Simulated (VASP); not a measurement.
# Zr10HN8 (P1) in VASP: a series of runs, part 2 of 2

VASP 6.6.1. Earlier steps stand in the parts before.

### 3 Single point, PBEsol

Contents of INCAR:

```
SYSTEM = Zr10HN8
ALGO = Normal ; EDIFF = 1E-6
ENCUT = 520 ; GGA = PS
ISIF = 2 ; ISMEAR = -1
LASPH = .True. ; LCHARG = .False.
LREAL = Auto ; LWAVE = .False.
NBANDS = 186 ; NELM = 80
PREC = Accurate ; SIGMA = 0.05
```

Contents of KPOINTS:

```
k-points
0
Gamma
  1 1 1
  0 0 0
```

Contents of POSCAR:

```
Zr10HN8
1.0
   -6.6977900000     -5.6346540000      0.0000000000
    4.7397470000     -5.6346540000      0.0000000000
    2.7740180000      2.3410460000      7.9673260000
Zr H N
20 2 16
Direct
    0.0613568512      0.7154330537      0.9673634542
    0.6462577205      0.6096607818      0.8462312199
    0.3467012613      0.3938406719      0.1194754677
    0.9518572052      0.3242255801      0.0348925097
    0.1611172662      0.5922408321      0.3421599668
    0.7386778892      0.5014860098      0.2418126232
    0.9464315952      0.8056716210      0.5606021393
    0.0643083262      0.1737249557      0.4350769631
    0.2342625126      0.4793608765      0.7399345778
    0.8287631827      0.4102407617      0.6256427815
    0.5424805107      0.1812093678      0.9494653539
    0.1183593014      0.1228938362      0.8256471494
    0.8804512473      0.9052241748      0.1757176749
    0.4431713956      0.8225650153      0.0444189180
    0.6648703242      0.1239952901      0.3412939297
    0.2632510610      0.9905682429      0.2511005575
    0.4421093502      0.2962901752      0.5884659420
    0.5584402638      0.6771314831      0.4909426324
    0.7387236151      0.0165580321      0.7397337576
    0.3590345770      0.8663356269      0.6787722757
   -0.1086807968      0.5408814989      0.4961890602
    0.5602478954     -0.0076141750      0.4917459132
    0.7032893087      0.3002495639      0.8365039914
    0.0861871330      0.4089704929      0.8929093651
    0.3070422981      0.6753136206      0.1825832155
    0.9189103347      0.6161795846      0.0950005058
    0.1058984934      0.8852513262      0.3843949651
    0.2271973982      0.2932936022      0.3559035993
    0.8958854226      0.0795401233      0.5752494626
    0.8212319383      0.6976533431      0.7160871791
    0.1857140972      0.8050653336      0.8034439660
    0.6062859053      0.9106528383      0.9131922053
    0.8283491993      0.1974905509      0.2011716353
    0.3798307614      0.1018851305      0.0813321810
    0.6150870894      0.3953082619      0.3737765971
    0.7057039687      0.8023543021      0.2838844551
    0.4023414791      0.6090428209      0.6201076748
    0.2754889941      0.1628871326      0.6934070477
```

Potentials or basis: VASP PAW PBE potentials, release 64 (Zr_sv, H, N).

On the command line:

```console
$ cat potpaw_PBE.64/Zr_sv/POTCAR potpaw_PBE.64/H/POTCAR potpaw_PBE.64/N/POTCAR > POTCAR
$ mpirun -np 1 vasp_gam > vasp.out
```

Run time: 6.4 min. Hardware: 1 thread of Intel Xeon Platinum 8259CL at 2.50GHz (Skylake/Cascade Lake), shared host; peak memory 0.58 GiB.

It converged, with:

- Free energy: -379.2899 eV
- Pressure: -7.1 GPa
- Largest force: 3.988 eV/Å

Forces in eV/Å, atoms in the order of the input:
```
Zr  -1.066  0.304 -2.865
Zr  -1.622 -0.915  1.158
Zr   0.483  0.725  1.912
Zr   1.108  1.357  0.486
Zr  -0.503 -0.796  0.196
Zr   0.045 -2.347  1.109
Zr  -1.101  1.228 -0.576
Zr   0.782  0.028  0.919
Zr   0.832 -1.142  0.985
Zr  -0.783  1.896  3.141
Zr  -0.240 -0.939 -0.544
Zr  -2.345  0.353  0.417
Zr   1.585  2.657 -2.516
Zr  -0.540  0.611  1.254
Zr  -1.520  2.502  0.110
Zr  -0.576 -0.990  0.444
Zr  -0.154 -0.515 -1.005
Zr  -0.310 -1.805 -3.017
Zr  -0.846  0.717  0.202
Zr   2.849 -0.267 -0.262
H   -0.555 -1.454 -1.716
H    0.537  0.227  0.082
N    0.248 -1.016 -0.974
N    0.287 -0.173  0.657
N    1.394 -0.344  1.316
N   -0.183  0.986  0.686
N    0.745  0.109  2.363
N   -0.414 -0.886 -2.931
N    1.442 -0.997  0.457
N    1.208  0.622 -0.433
N   -0.409 -0.527 -0.156
N    0.394  0.874 -0.182
N    0.502  0.670 -0.349
N   -0.917 -0.321  0.525
N    2.322  0.722  0.710
N   -0.342 -0.338 -0.347
N   -2.202  1.831 -1.408
N   -0.133 -2.648  0.152
```

Stress tensor (GPa, compression positive):
```
-9.27  1.55  0.92
 1.55 -5.83  0.41
 0.92  0.41 -6.30
```

Levels at points of the mesh, in eV from the Fermi level:
| k point | band 158 | band 159 | band 160 | band 161 | band 162 | band 163 | band 164 | band 165 |
| --- | --- | --- | --- | --- | --- | --- | --- | --- |
| (0.00, 0.00, 0.00) | -0.40 | -0.22 | -0.13 | -0.07 | 0.05 | 0.19 | 0.27 | 0.35 |

Caveat: the k points lie up to 0.85 Å⁻¹ apart; the PAW data sets were made with another functional, which shifts forces and pressure a little.

### 4 Single point, PBEsol

Contents of INCAR:

```
SYSTEM = Zr10HN8
ALGO     = Normal         ! electronic algorithm
EDIFF    = 1E-6           ! SCF threshold, eV
ENCUT    = 520            ! plane-wave cutoff, eV
GGA      = PS             ! functional
ISIF     = 2              ! what is computed and relaxed
ISMEAR   = -1             ! smearing method
LASPH    = .True.         ! aspherical terms in the spheres
LCHARG   = .True.         ! write CHGCAR
LELF     = .True.         ! ELF
LREAL    = Auto         
LVHAR    = .True.       
LWAVE    = .False.        ! write WAVECAR
NBANDS   = 186            ! bands
NELM     = 60             ! most SCF steps
PREC     = Accurate       ! precision mode
SIGMA    = 0.05           ! smearing width, eV
```

KPOINTS is that of step 3.

Contents of POSCAR:

```
Zr10HN8
1.0
   -6.6977900000     -5.6346540000      0.0000000000
    4.7397470000     -5.6346540000      0.0000000000
    2.7740180000      2.3410460000      7.9673260000
Zr H N
20 2 16
Direct
    0.0298539591      0.6684193510      0.9245134440
    0.6511523575      0.6063553368      0.8455283492
    0.3812456365      0.3822359950      0.1948081452
    0.9421960235      0.2998156651      0.0745419480
    0.1512186005      0.6255638853      0.3395493042
    0.7698508176      0.4954554072      0.2556817683
    0.9511951881      0.8099655943      0.5421643347
    0.0448138966      0.2174840259      0.4482432374
    0.2650157841      0.5148684703      0.7741744219
    0.8342867813      0.3664303577      0.6657817190
    0.5560829617      0.2030298689      0.9589039033
    0.1807711002      0.0967638176      0.8668403929
    0.8303351859      0.8862714417      0.1252364972
    0.4531844039      0.8068666909      0.0622166082
    0.6636162466      0.0915830166      0.3508203380
    0.2472426246      1.0196580671      0.2496948161
    0.4345893031      0.3032199252      0.5226722240
    0.5434789630      0.7034692248      0.4178566309
    0.7440798734     -0.0218775652      0.7562261165
    0.3136111851      0.9176268381      0.6254043075
   -0.0018252862      0.5722184512      0.4386791754
    0.4506292921     -0.0050205342      0.4666935933
    0.7221794504      0.3120318681      0.8188318138
    0.0978159985      0.3854373644      0.9314919460
    0.2739665350      0.7091497002      0.1715130020
    0.9409369064      0.5995984901      0.1177182909
    0.0966913342      0.9570237397      0.4005986450
    0.2176880616      0.3319077285      0.3089995313
    0.8952723348      0.0745633252      0.6331735390
    0.7903991054      0.6948810127      0.6777054184
    0.1922197870      0.8119056311      0.7957123883
    0.5792558127      0.9130357730      0.8985072281
    0.7886890032      0.1826846587      0.2001047779
    0.3980179729      0.0957979896      0.0799138883
    0.6519197774      0.4015496784      0.4167521198
    0.7076303990      0.8014618817      0.2878255515
    0.4319814547      0.5808775883      0.5875622511
    0.2984401759      0.1874426219      0.6748186280
```

On the command line:

```console
$ cat potpaw_PBE.64/Zr_sv/POTCAR potpaw_PBE.64/H/POTCAR potpaw_PBE.64/N/POTCAR > POTCAR
$ mpirun -np 1 vasp_gam > vasp.out
```

It took 6 min on 1 thread of Intel Xeon Platinum 8259CL at 2.50GHz (Skylake/Cascade Lake), shared host; peak memory 0.58 GiB.

Results (log left out):

| Item | Value |
| --- | --- |
| Free energy | -379.6206 eV |
| Pressure | -8.4 GPa |
| Largest force | 4.362 eV/Å |

Forces in eV/Å, atoms in the order of the input:
```
Zr  -1.019 -1.894  1.436
Zr   0.426 -0.088 -1.131
Zr   1.038 -0.748 -3.529
Zr  -0.396 -1.855 -1.032
Zr  -1.635 -1.777  0.157
Zr   1.390 -0.135 -0.617
Zr   1.187  0.806  1.010
Zr  -0.564 -0.860  0.937
Zr  -0.753  0.629 -2.077
Zr  -1.348 -2.074 -0.551
Zr  -0.832 -0.127 -1.158
Zr   2.270  0.012 -2.481
Zr   0.622 -0.185  1.417
Zr  -0.029  0.389 -1.001
Zr   0.678 -0.630 -0.601
Zr  -0.521  0.464 -1.117
Zr   0.092 -0.427  4.340
Zr  -1.034  0.758  1.825
Zr   0.339 -0.117 -0.458
Zr  -2.880  0.552  1.913
H    0.320  1.075  0.361
H   -0.366  0.024  0.574
N    0.666  2.516  0.788
N    0.322 -0.743 -1.432
N   -0.912 -0.535  1.167
N    1.463  1.547 -1.933
N   -0.755  2.969 -0.854
N    1.010  2.660 -0.507
N   -0.486 -1.594 -1.594
N   -0.587  0.157  1.034
N   -0.315  0.363  0.485
N   -0.738 -0.122  0.041
N   -0.662 -0.701 -0.006
N   -0.367 -0.818  2.365
N    2.046  1.682  0.072
N   -0.212  0.200  0.603
N    1.381 -0.271  0.197
N    1.160 -1.099  1.357
```

Stress tensor (GPa, compression positive):
```
-9.62  2.09  0.01
 2.09 -8.12 -0.09
 0.01 -0.09 -7.47
```

Levels at points of the mesh, in eV from the Fermi level:
```csv
k point,band 159,band 160,band 161,band 162,band 163,band 164
"(0.00, 0.00, 0.00)",-0.30,-0.25,-0.05,0.05,0.22,0.27
```

Caveat: the k points lie up to 0.85 Å⁻¹ apart; the PAW data sets were made with another functional, which shifts forces and pressure a little.

### 5 Summary

| cell | pressure (GPa) | largest force (eV/Å) |
| --- | --- | --- |
| as given, atomic positions A | -7.1 | 4.70 |
| as given, atomic positions B | -7.1 | 3.99 |
| as given, atomic positions C | -8.4 | 4.36 |

Alike in all rows: task single point; level PBEsol; potentials or basis VASP PAW PBE potentials, release 64 (Zr_sv, H, N); no spin polarisation; k mesh 1 × 1 × 1; cutoff (eV) 520; smearing fermi-dirac 0.05 eV.

Caveats: all runs use coarse meshes; the PAW data sets were made with another functional, which shifts forces and pressure a little.

Total energies depend on the potentials used, so only differences within one code and one set of settings carry meaning.
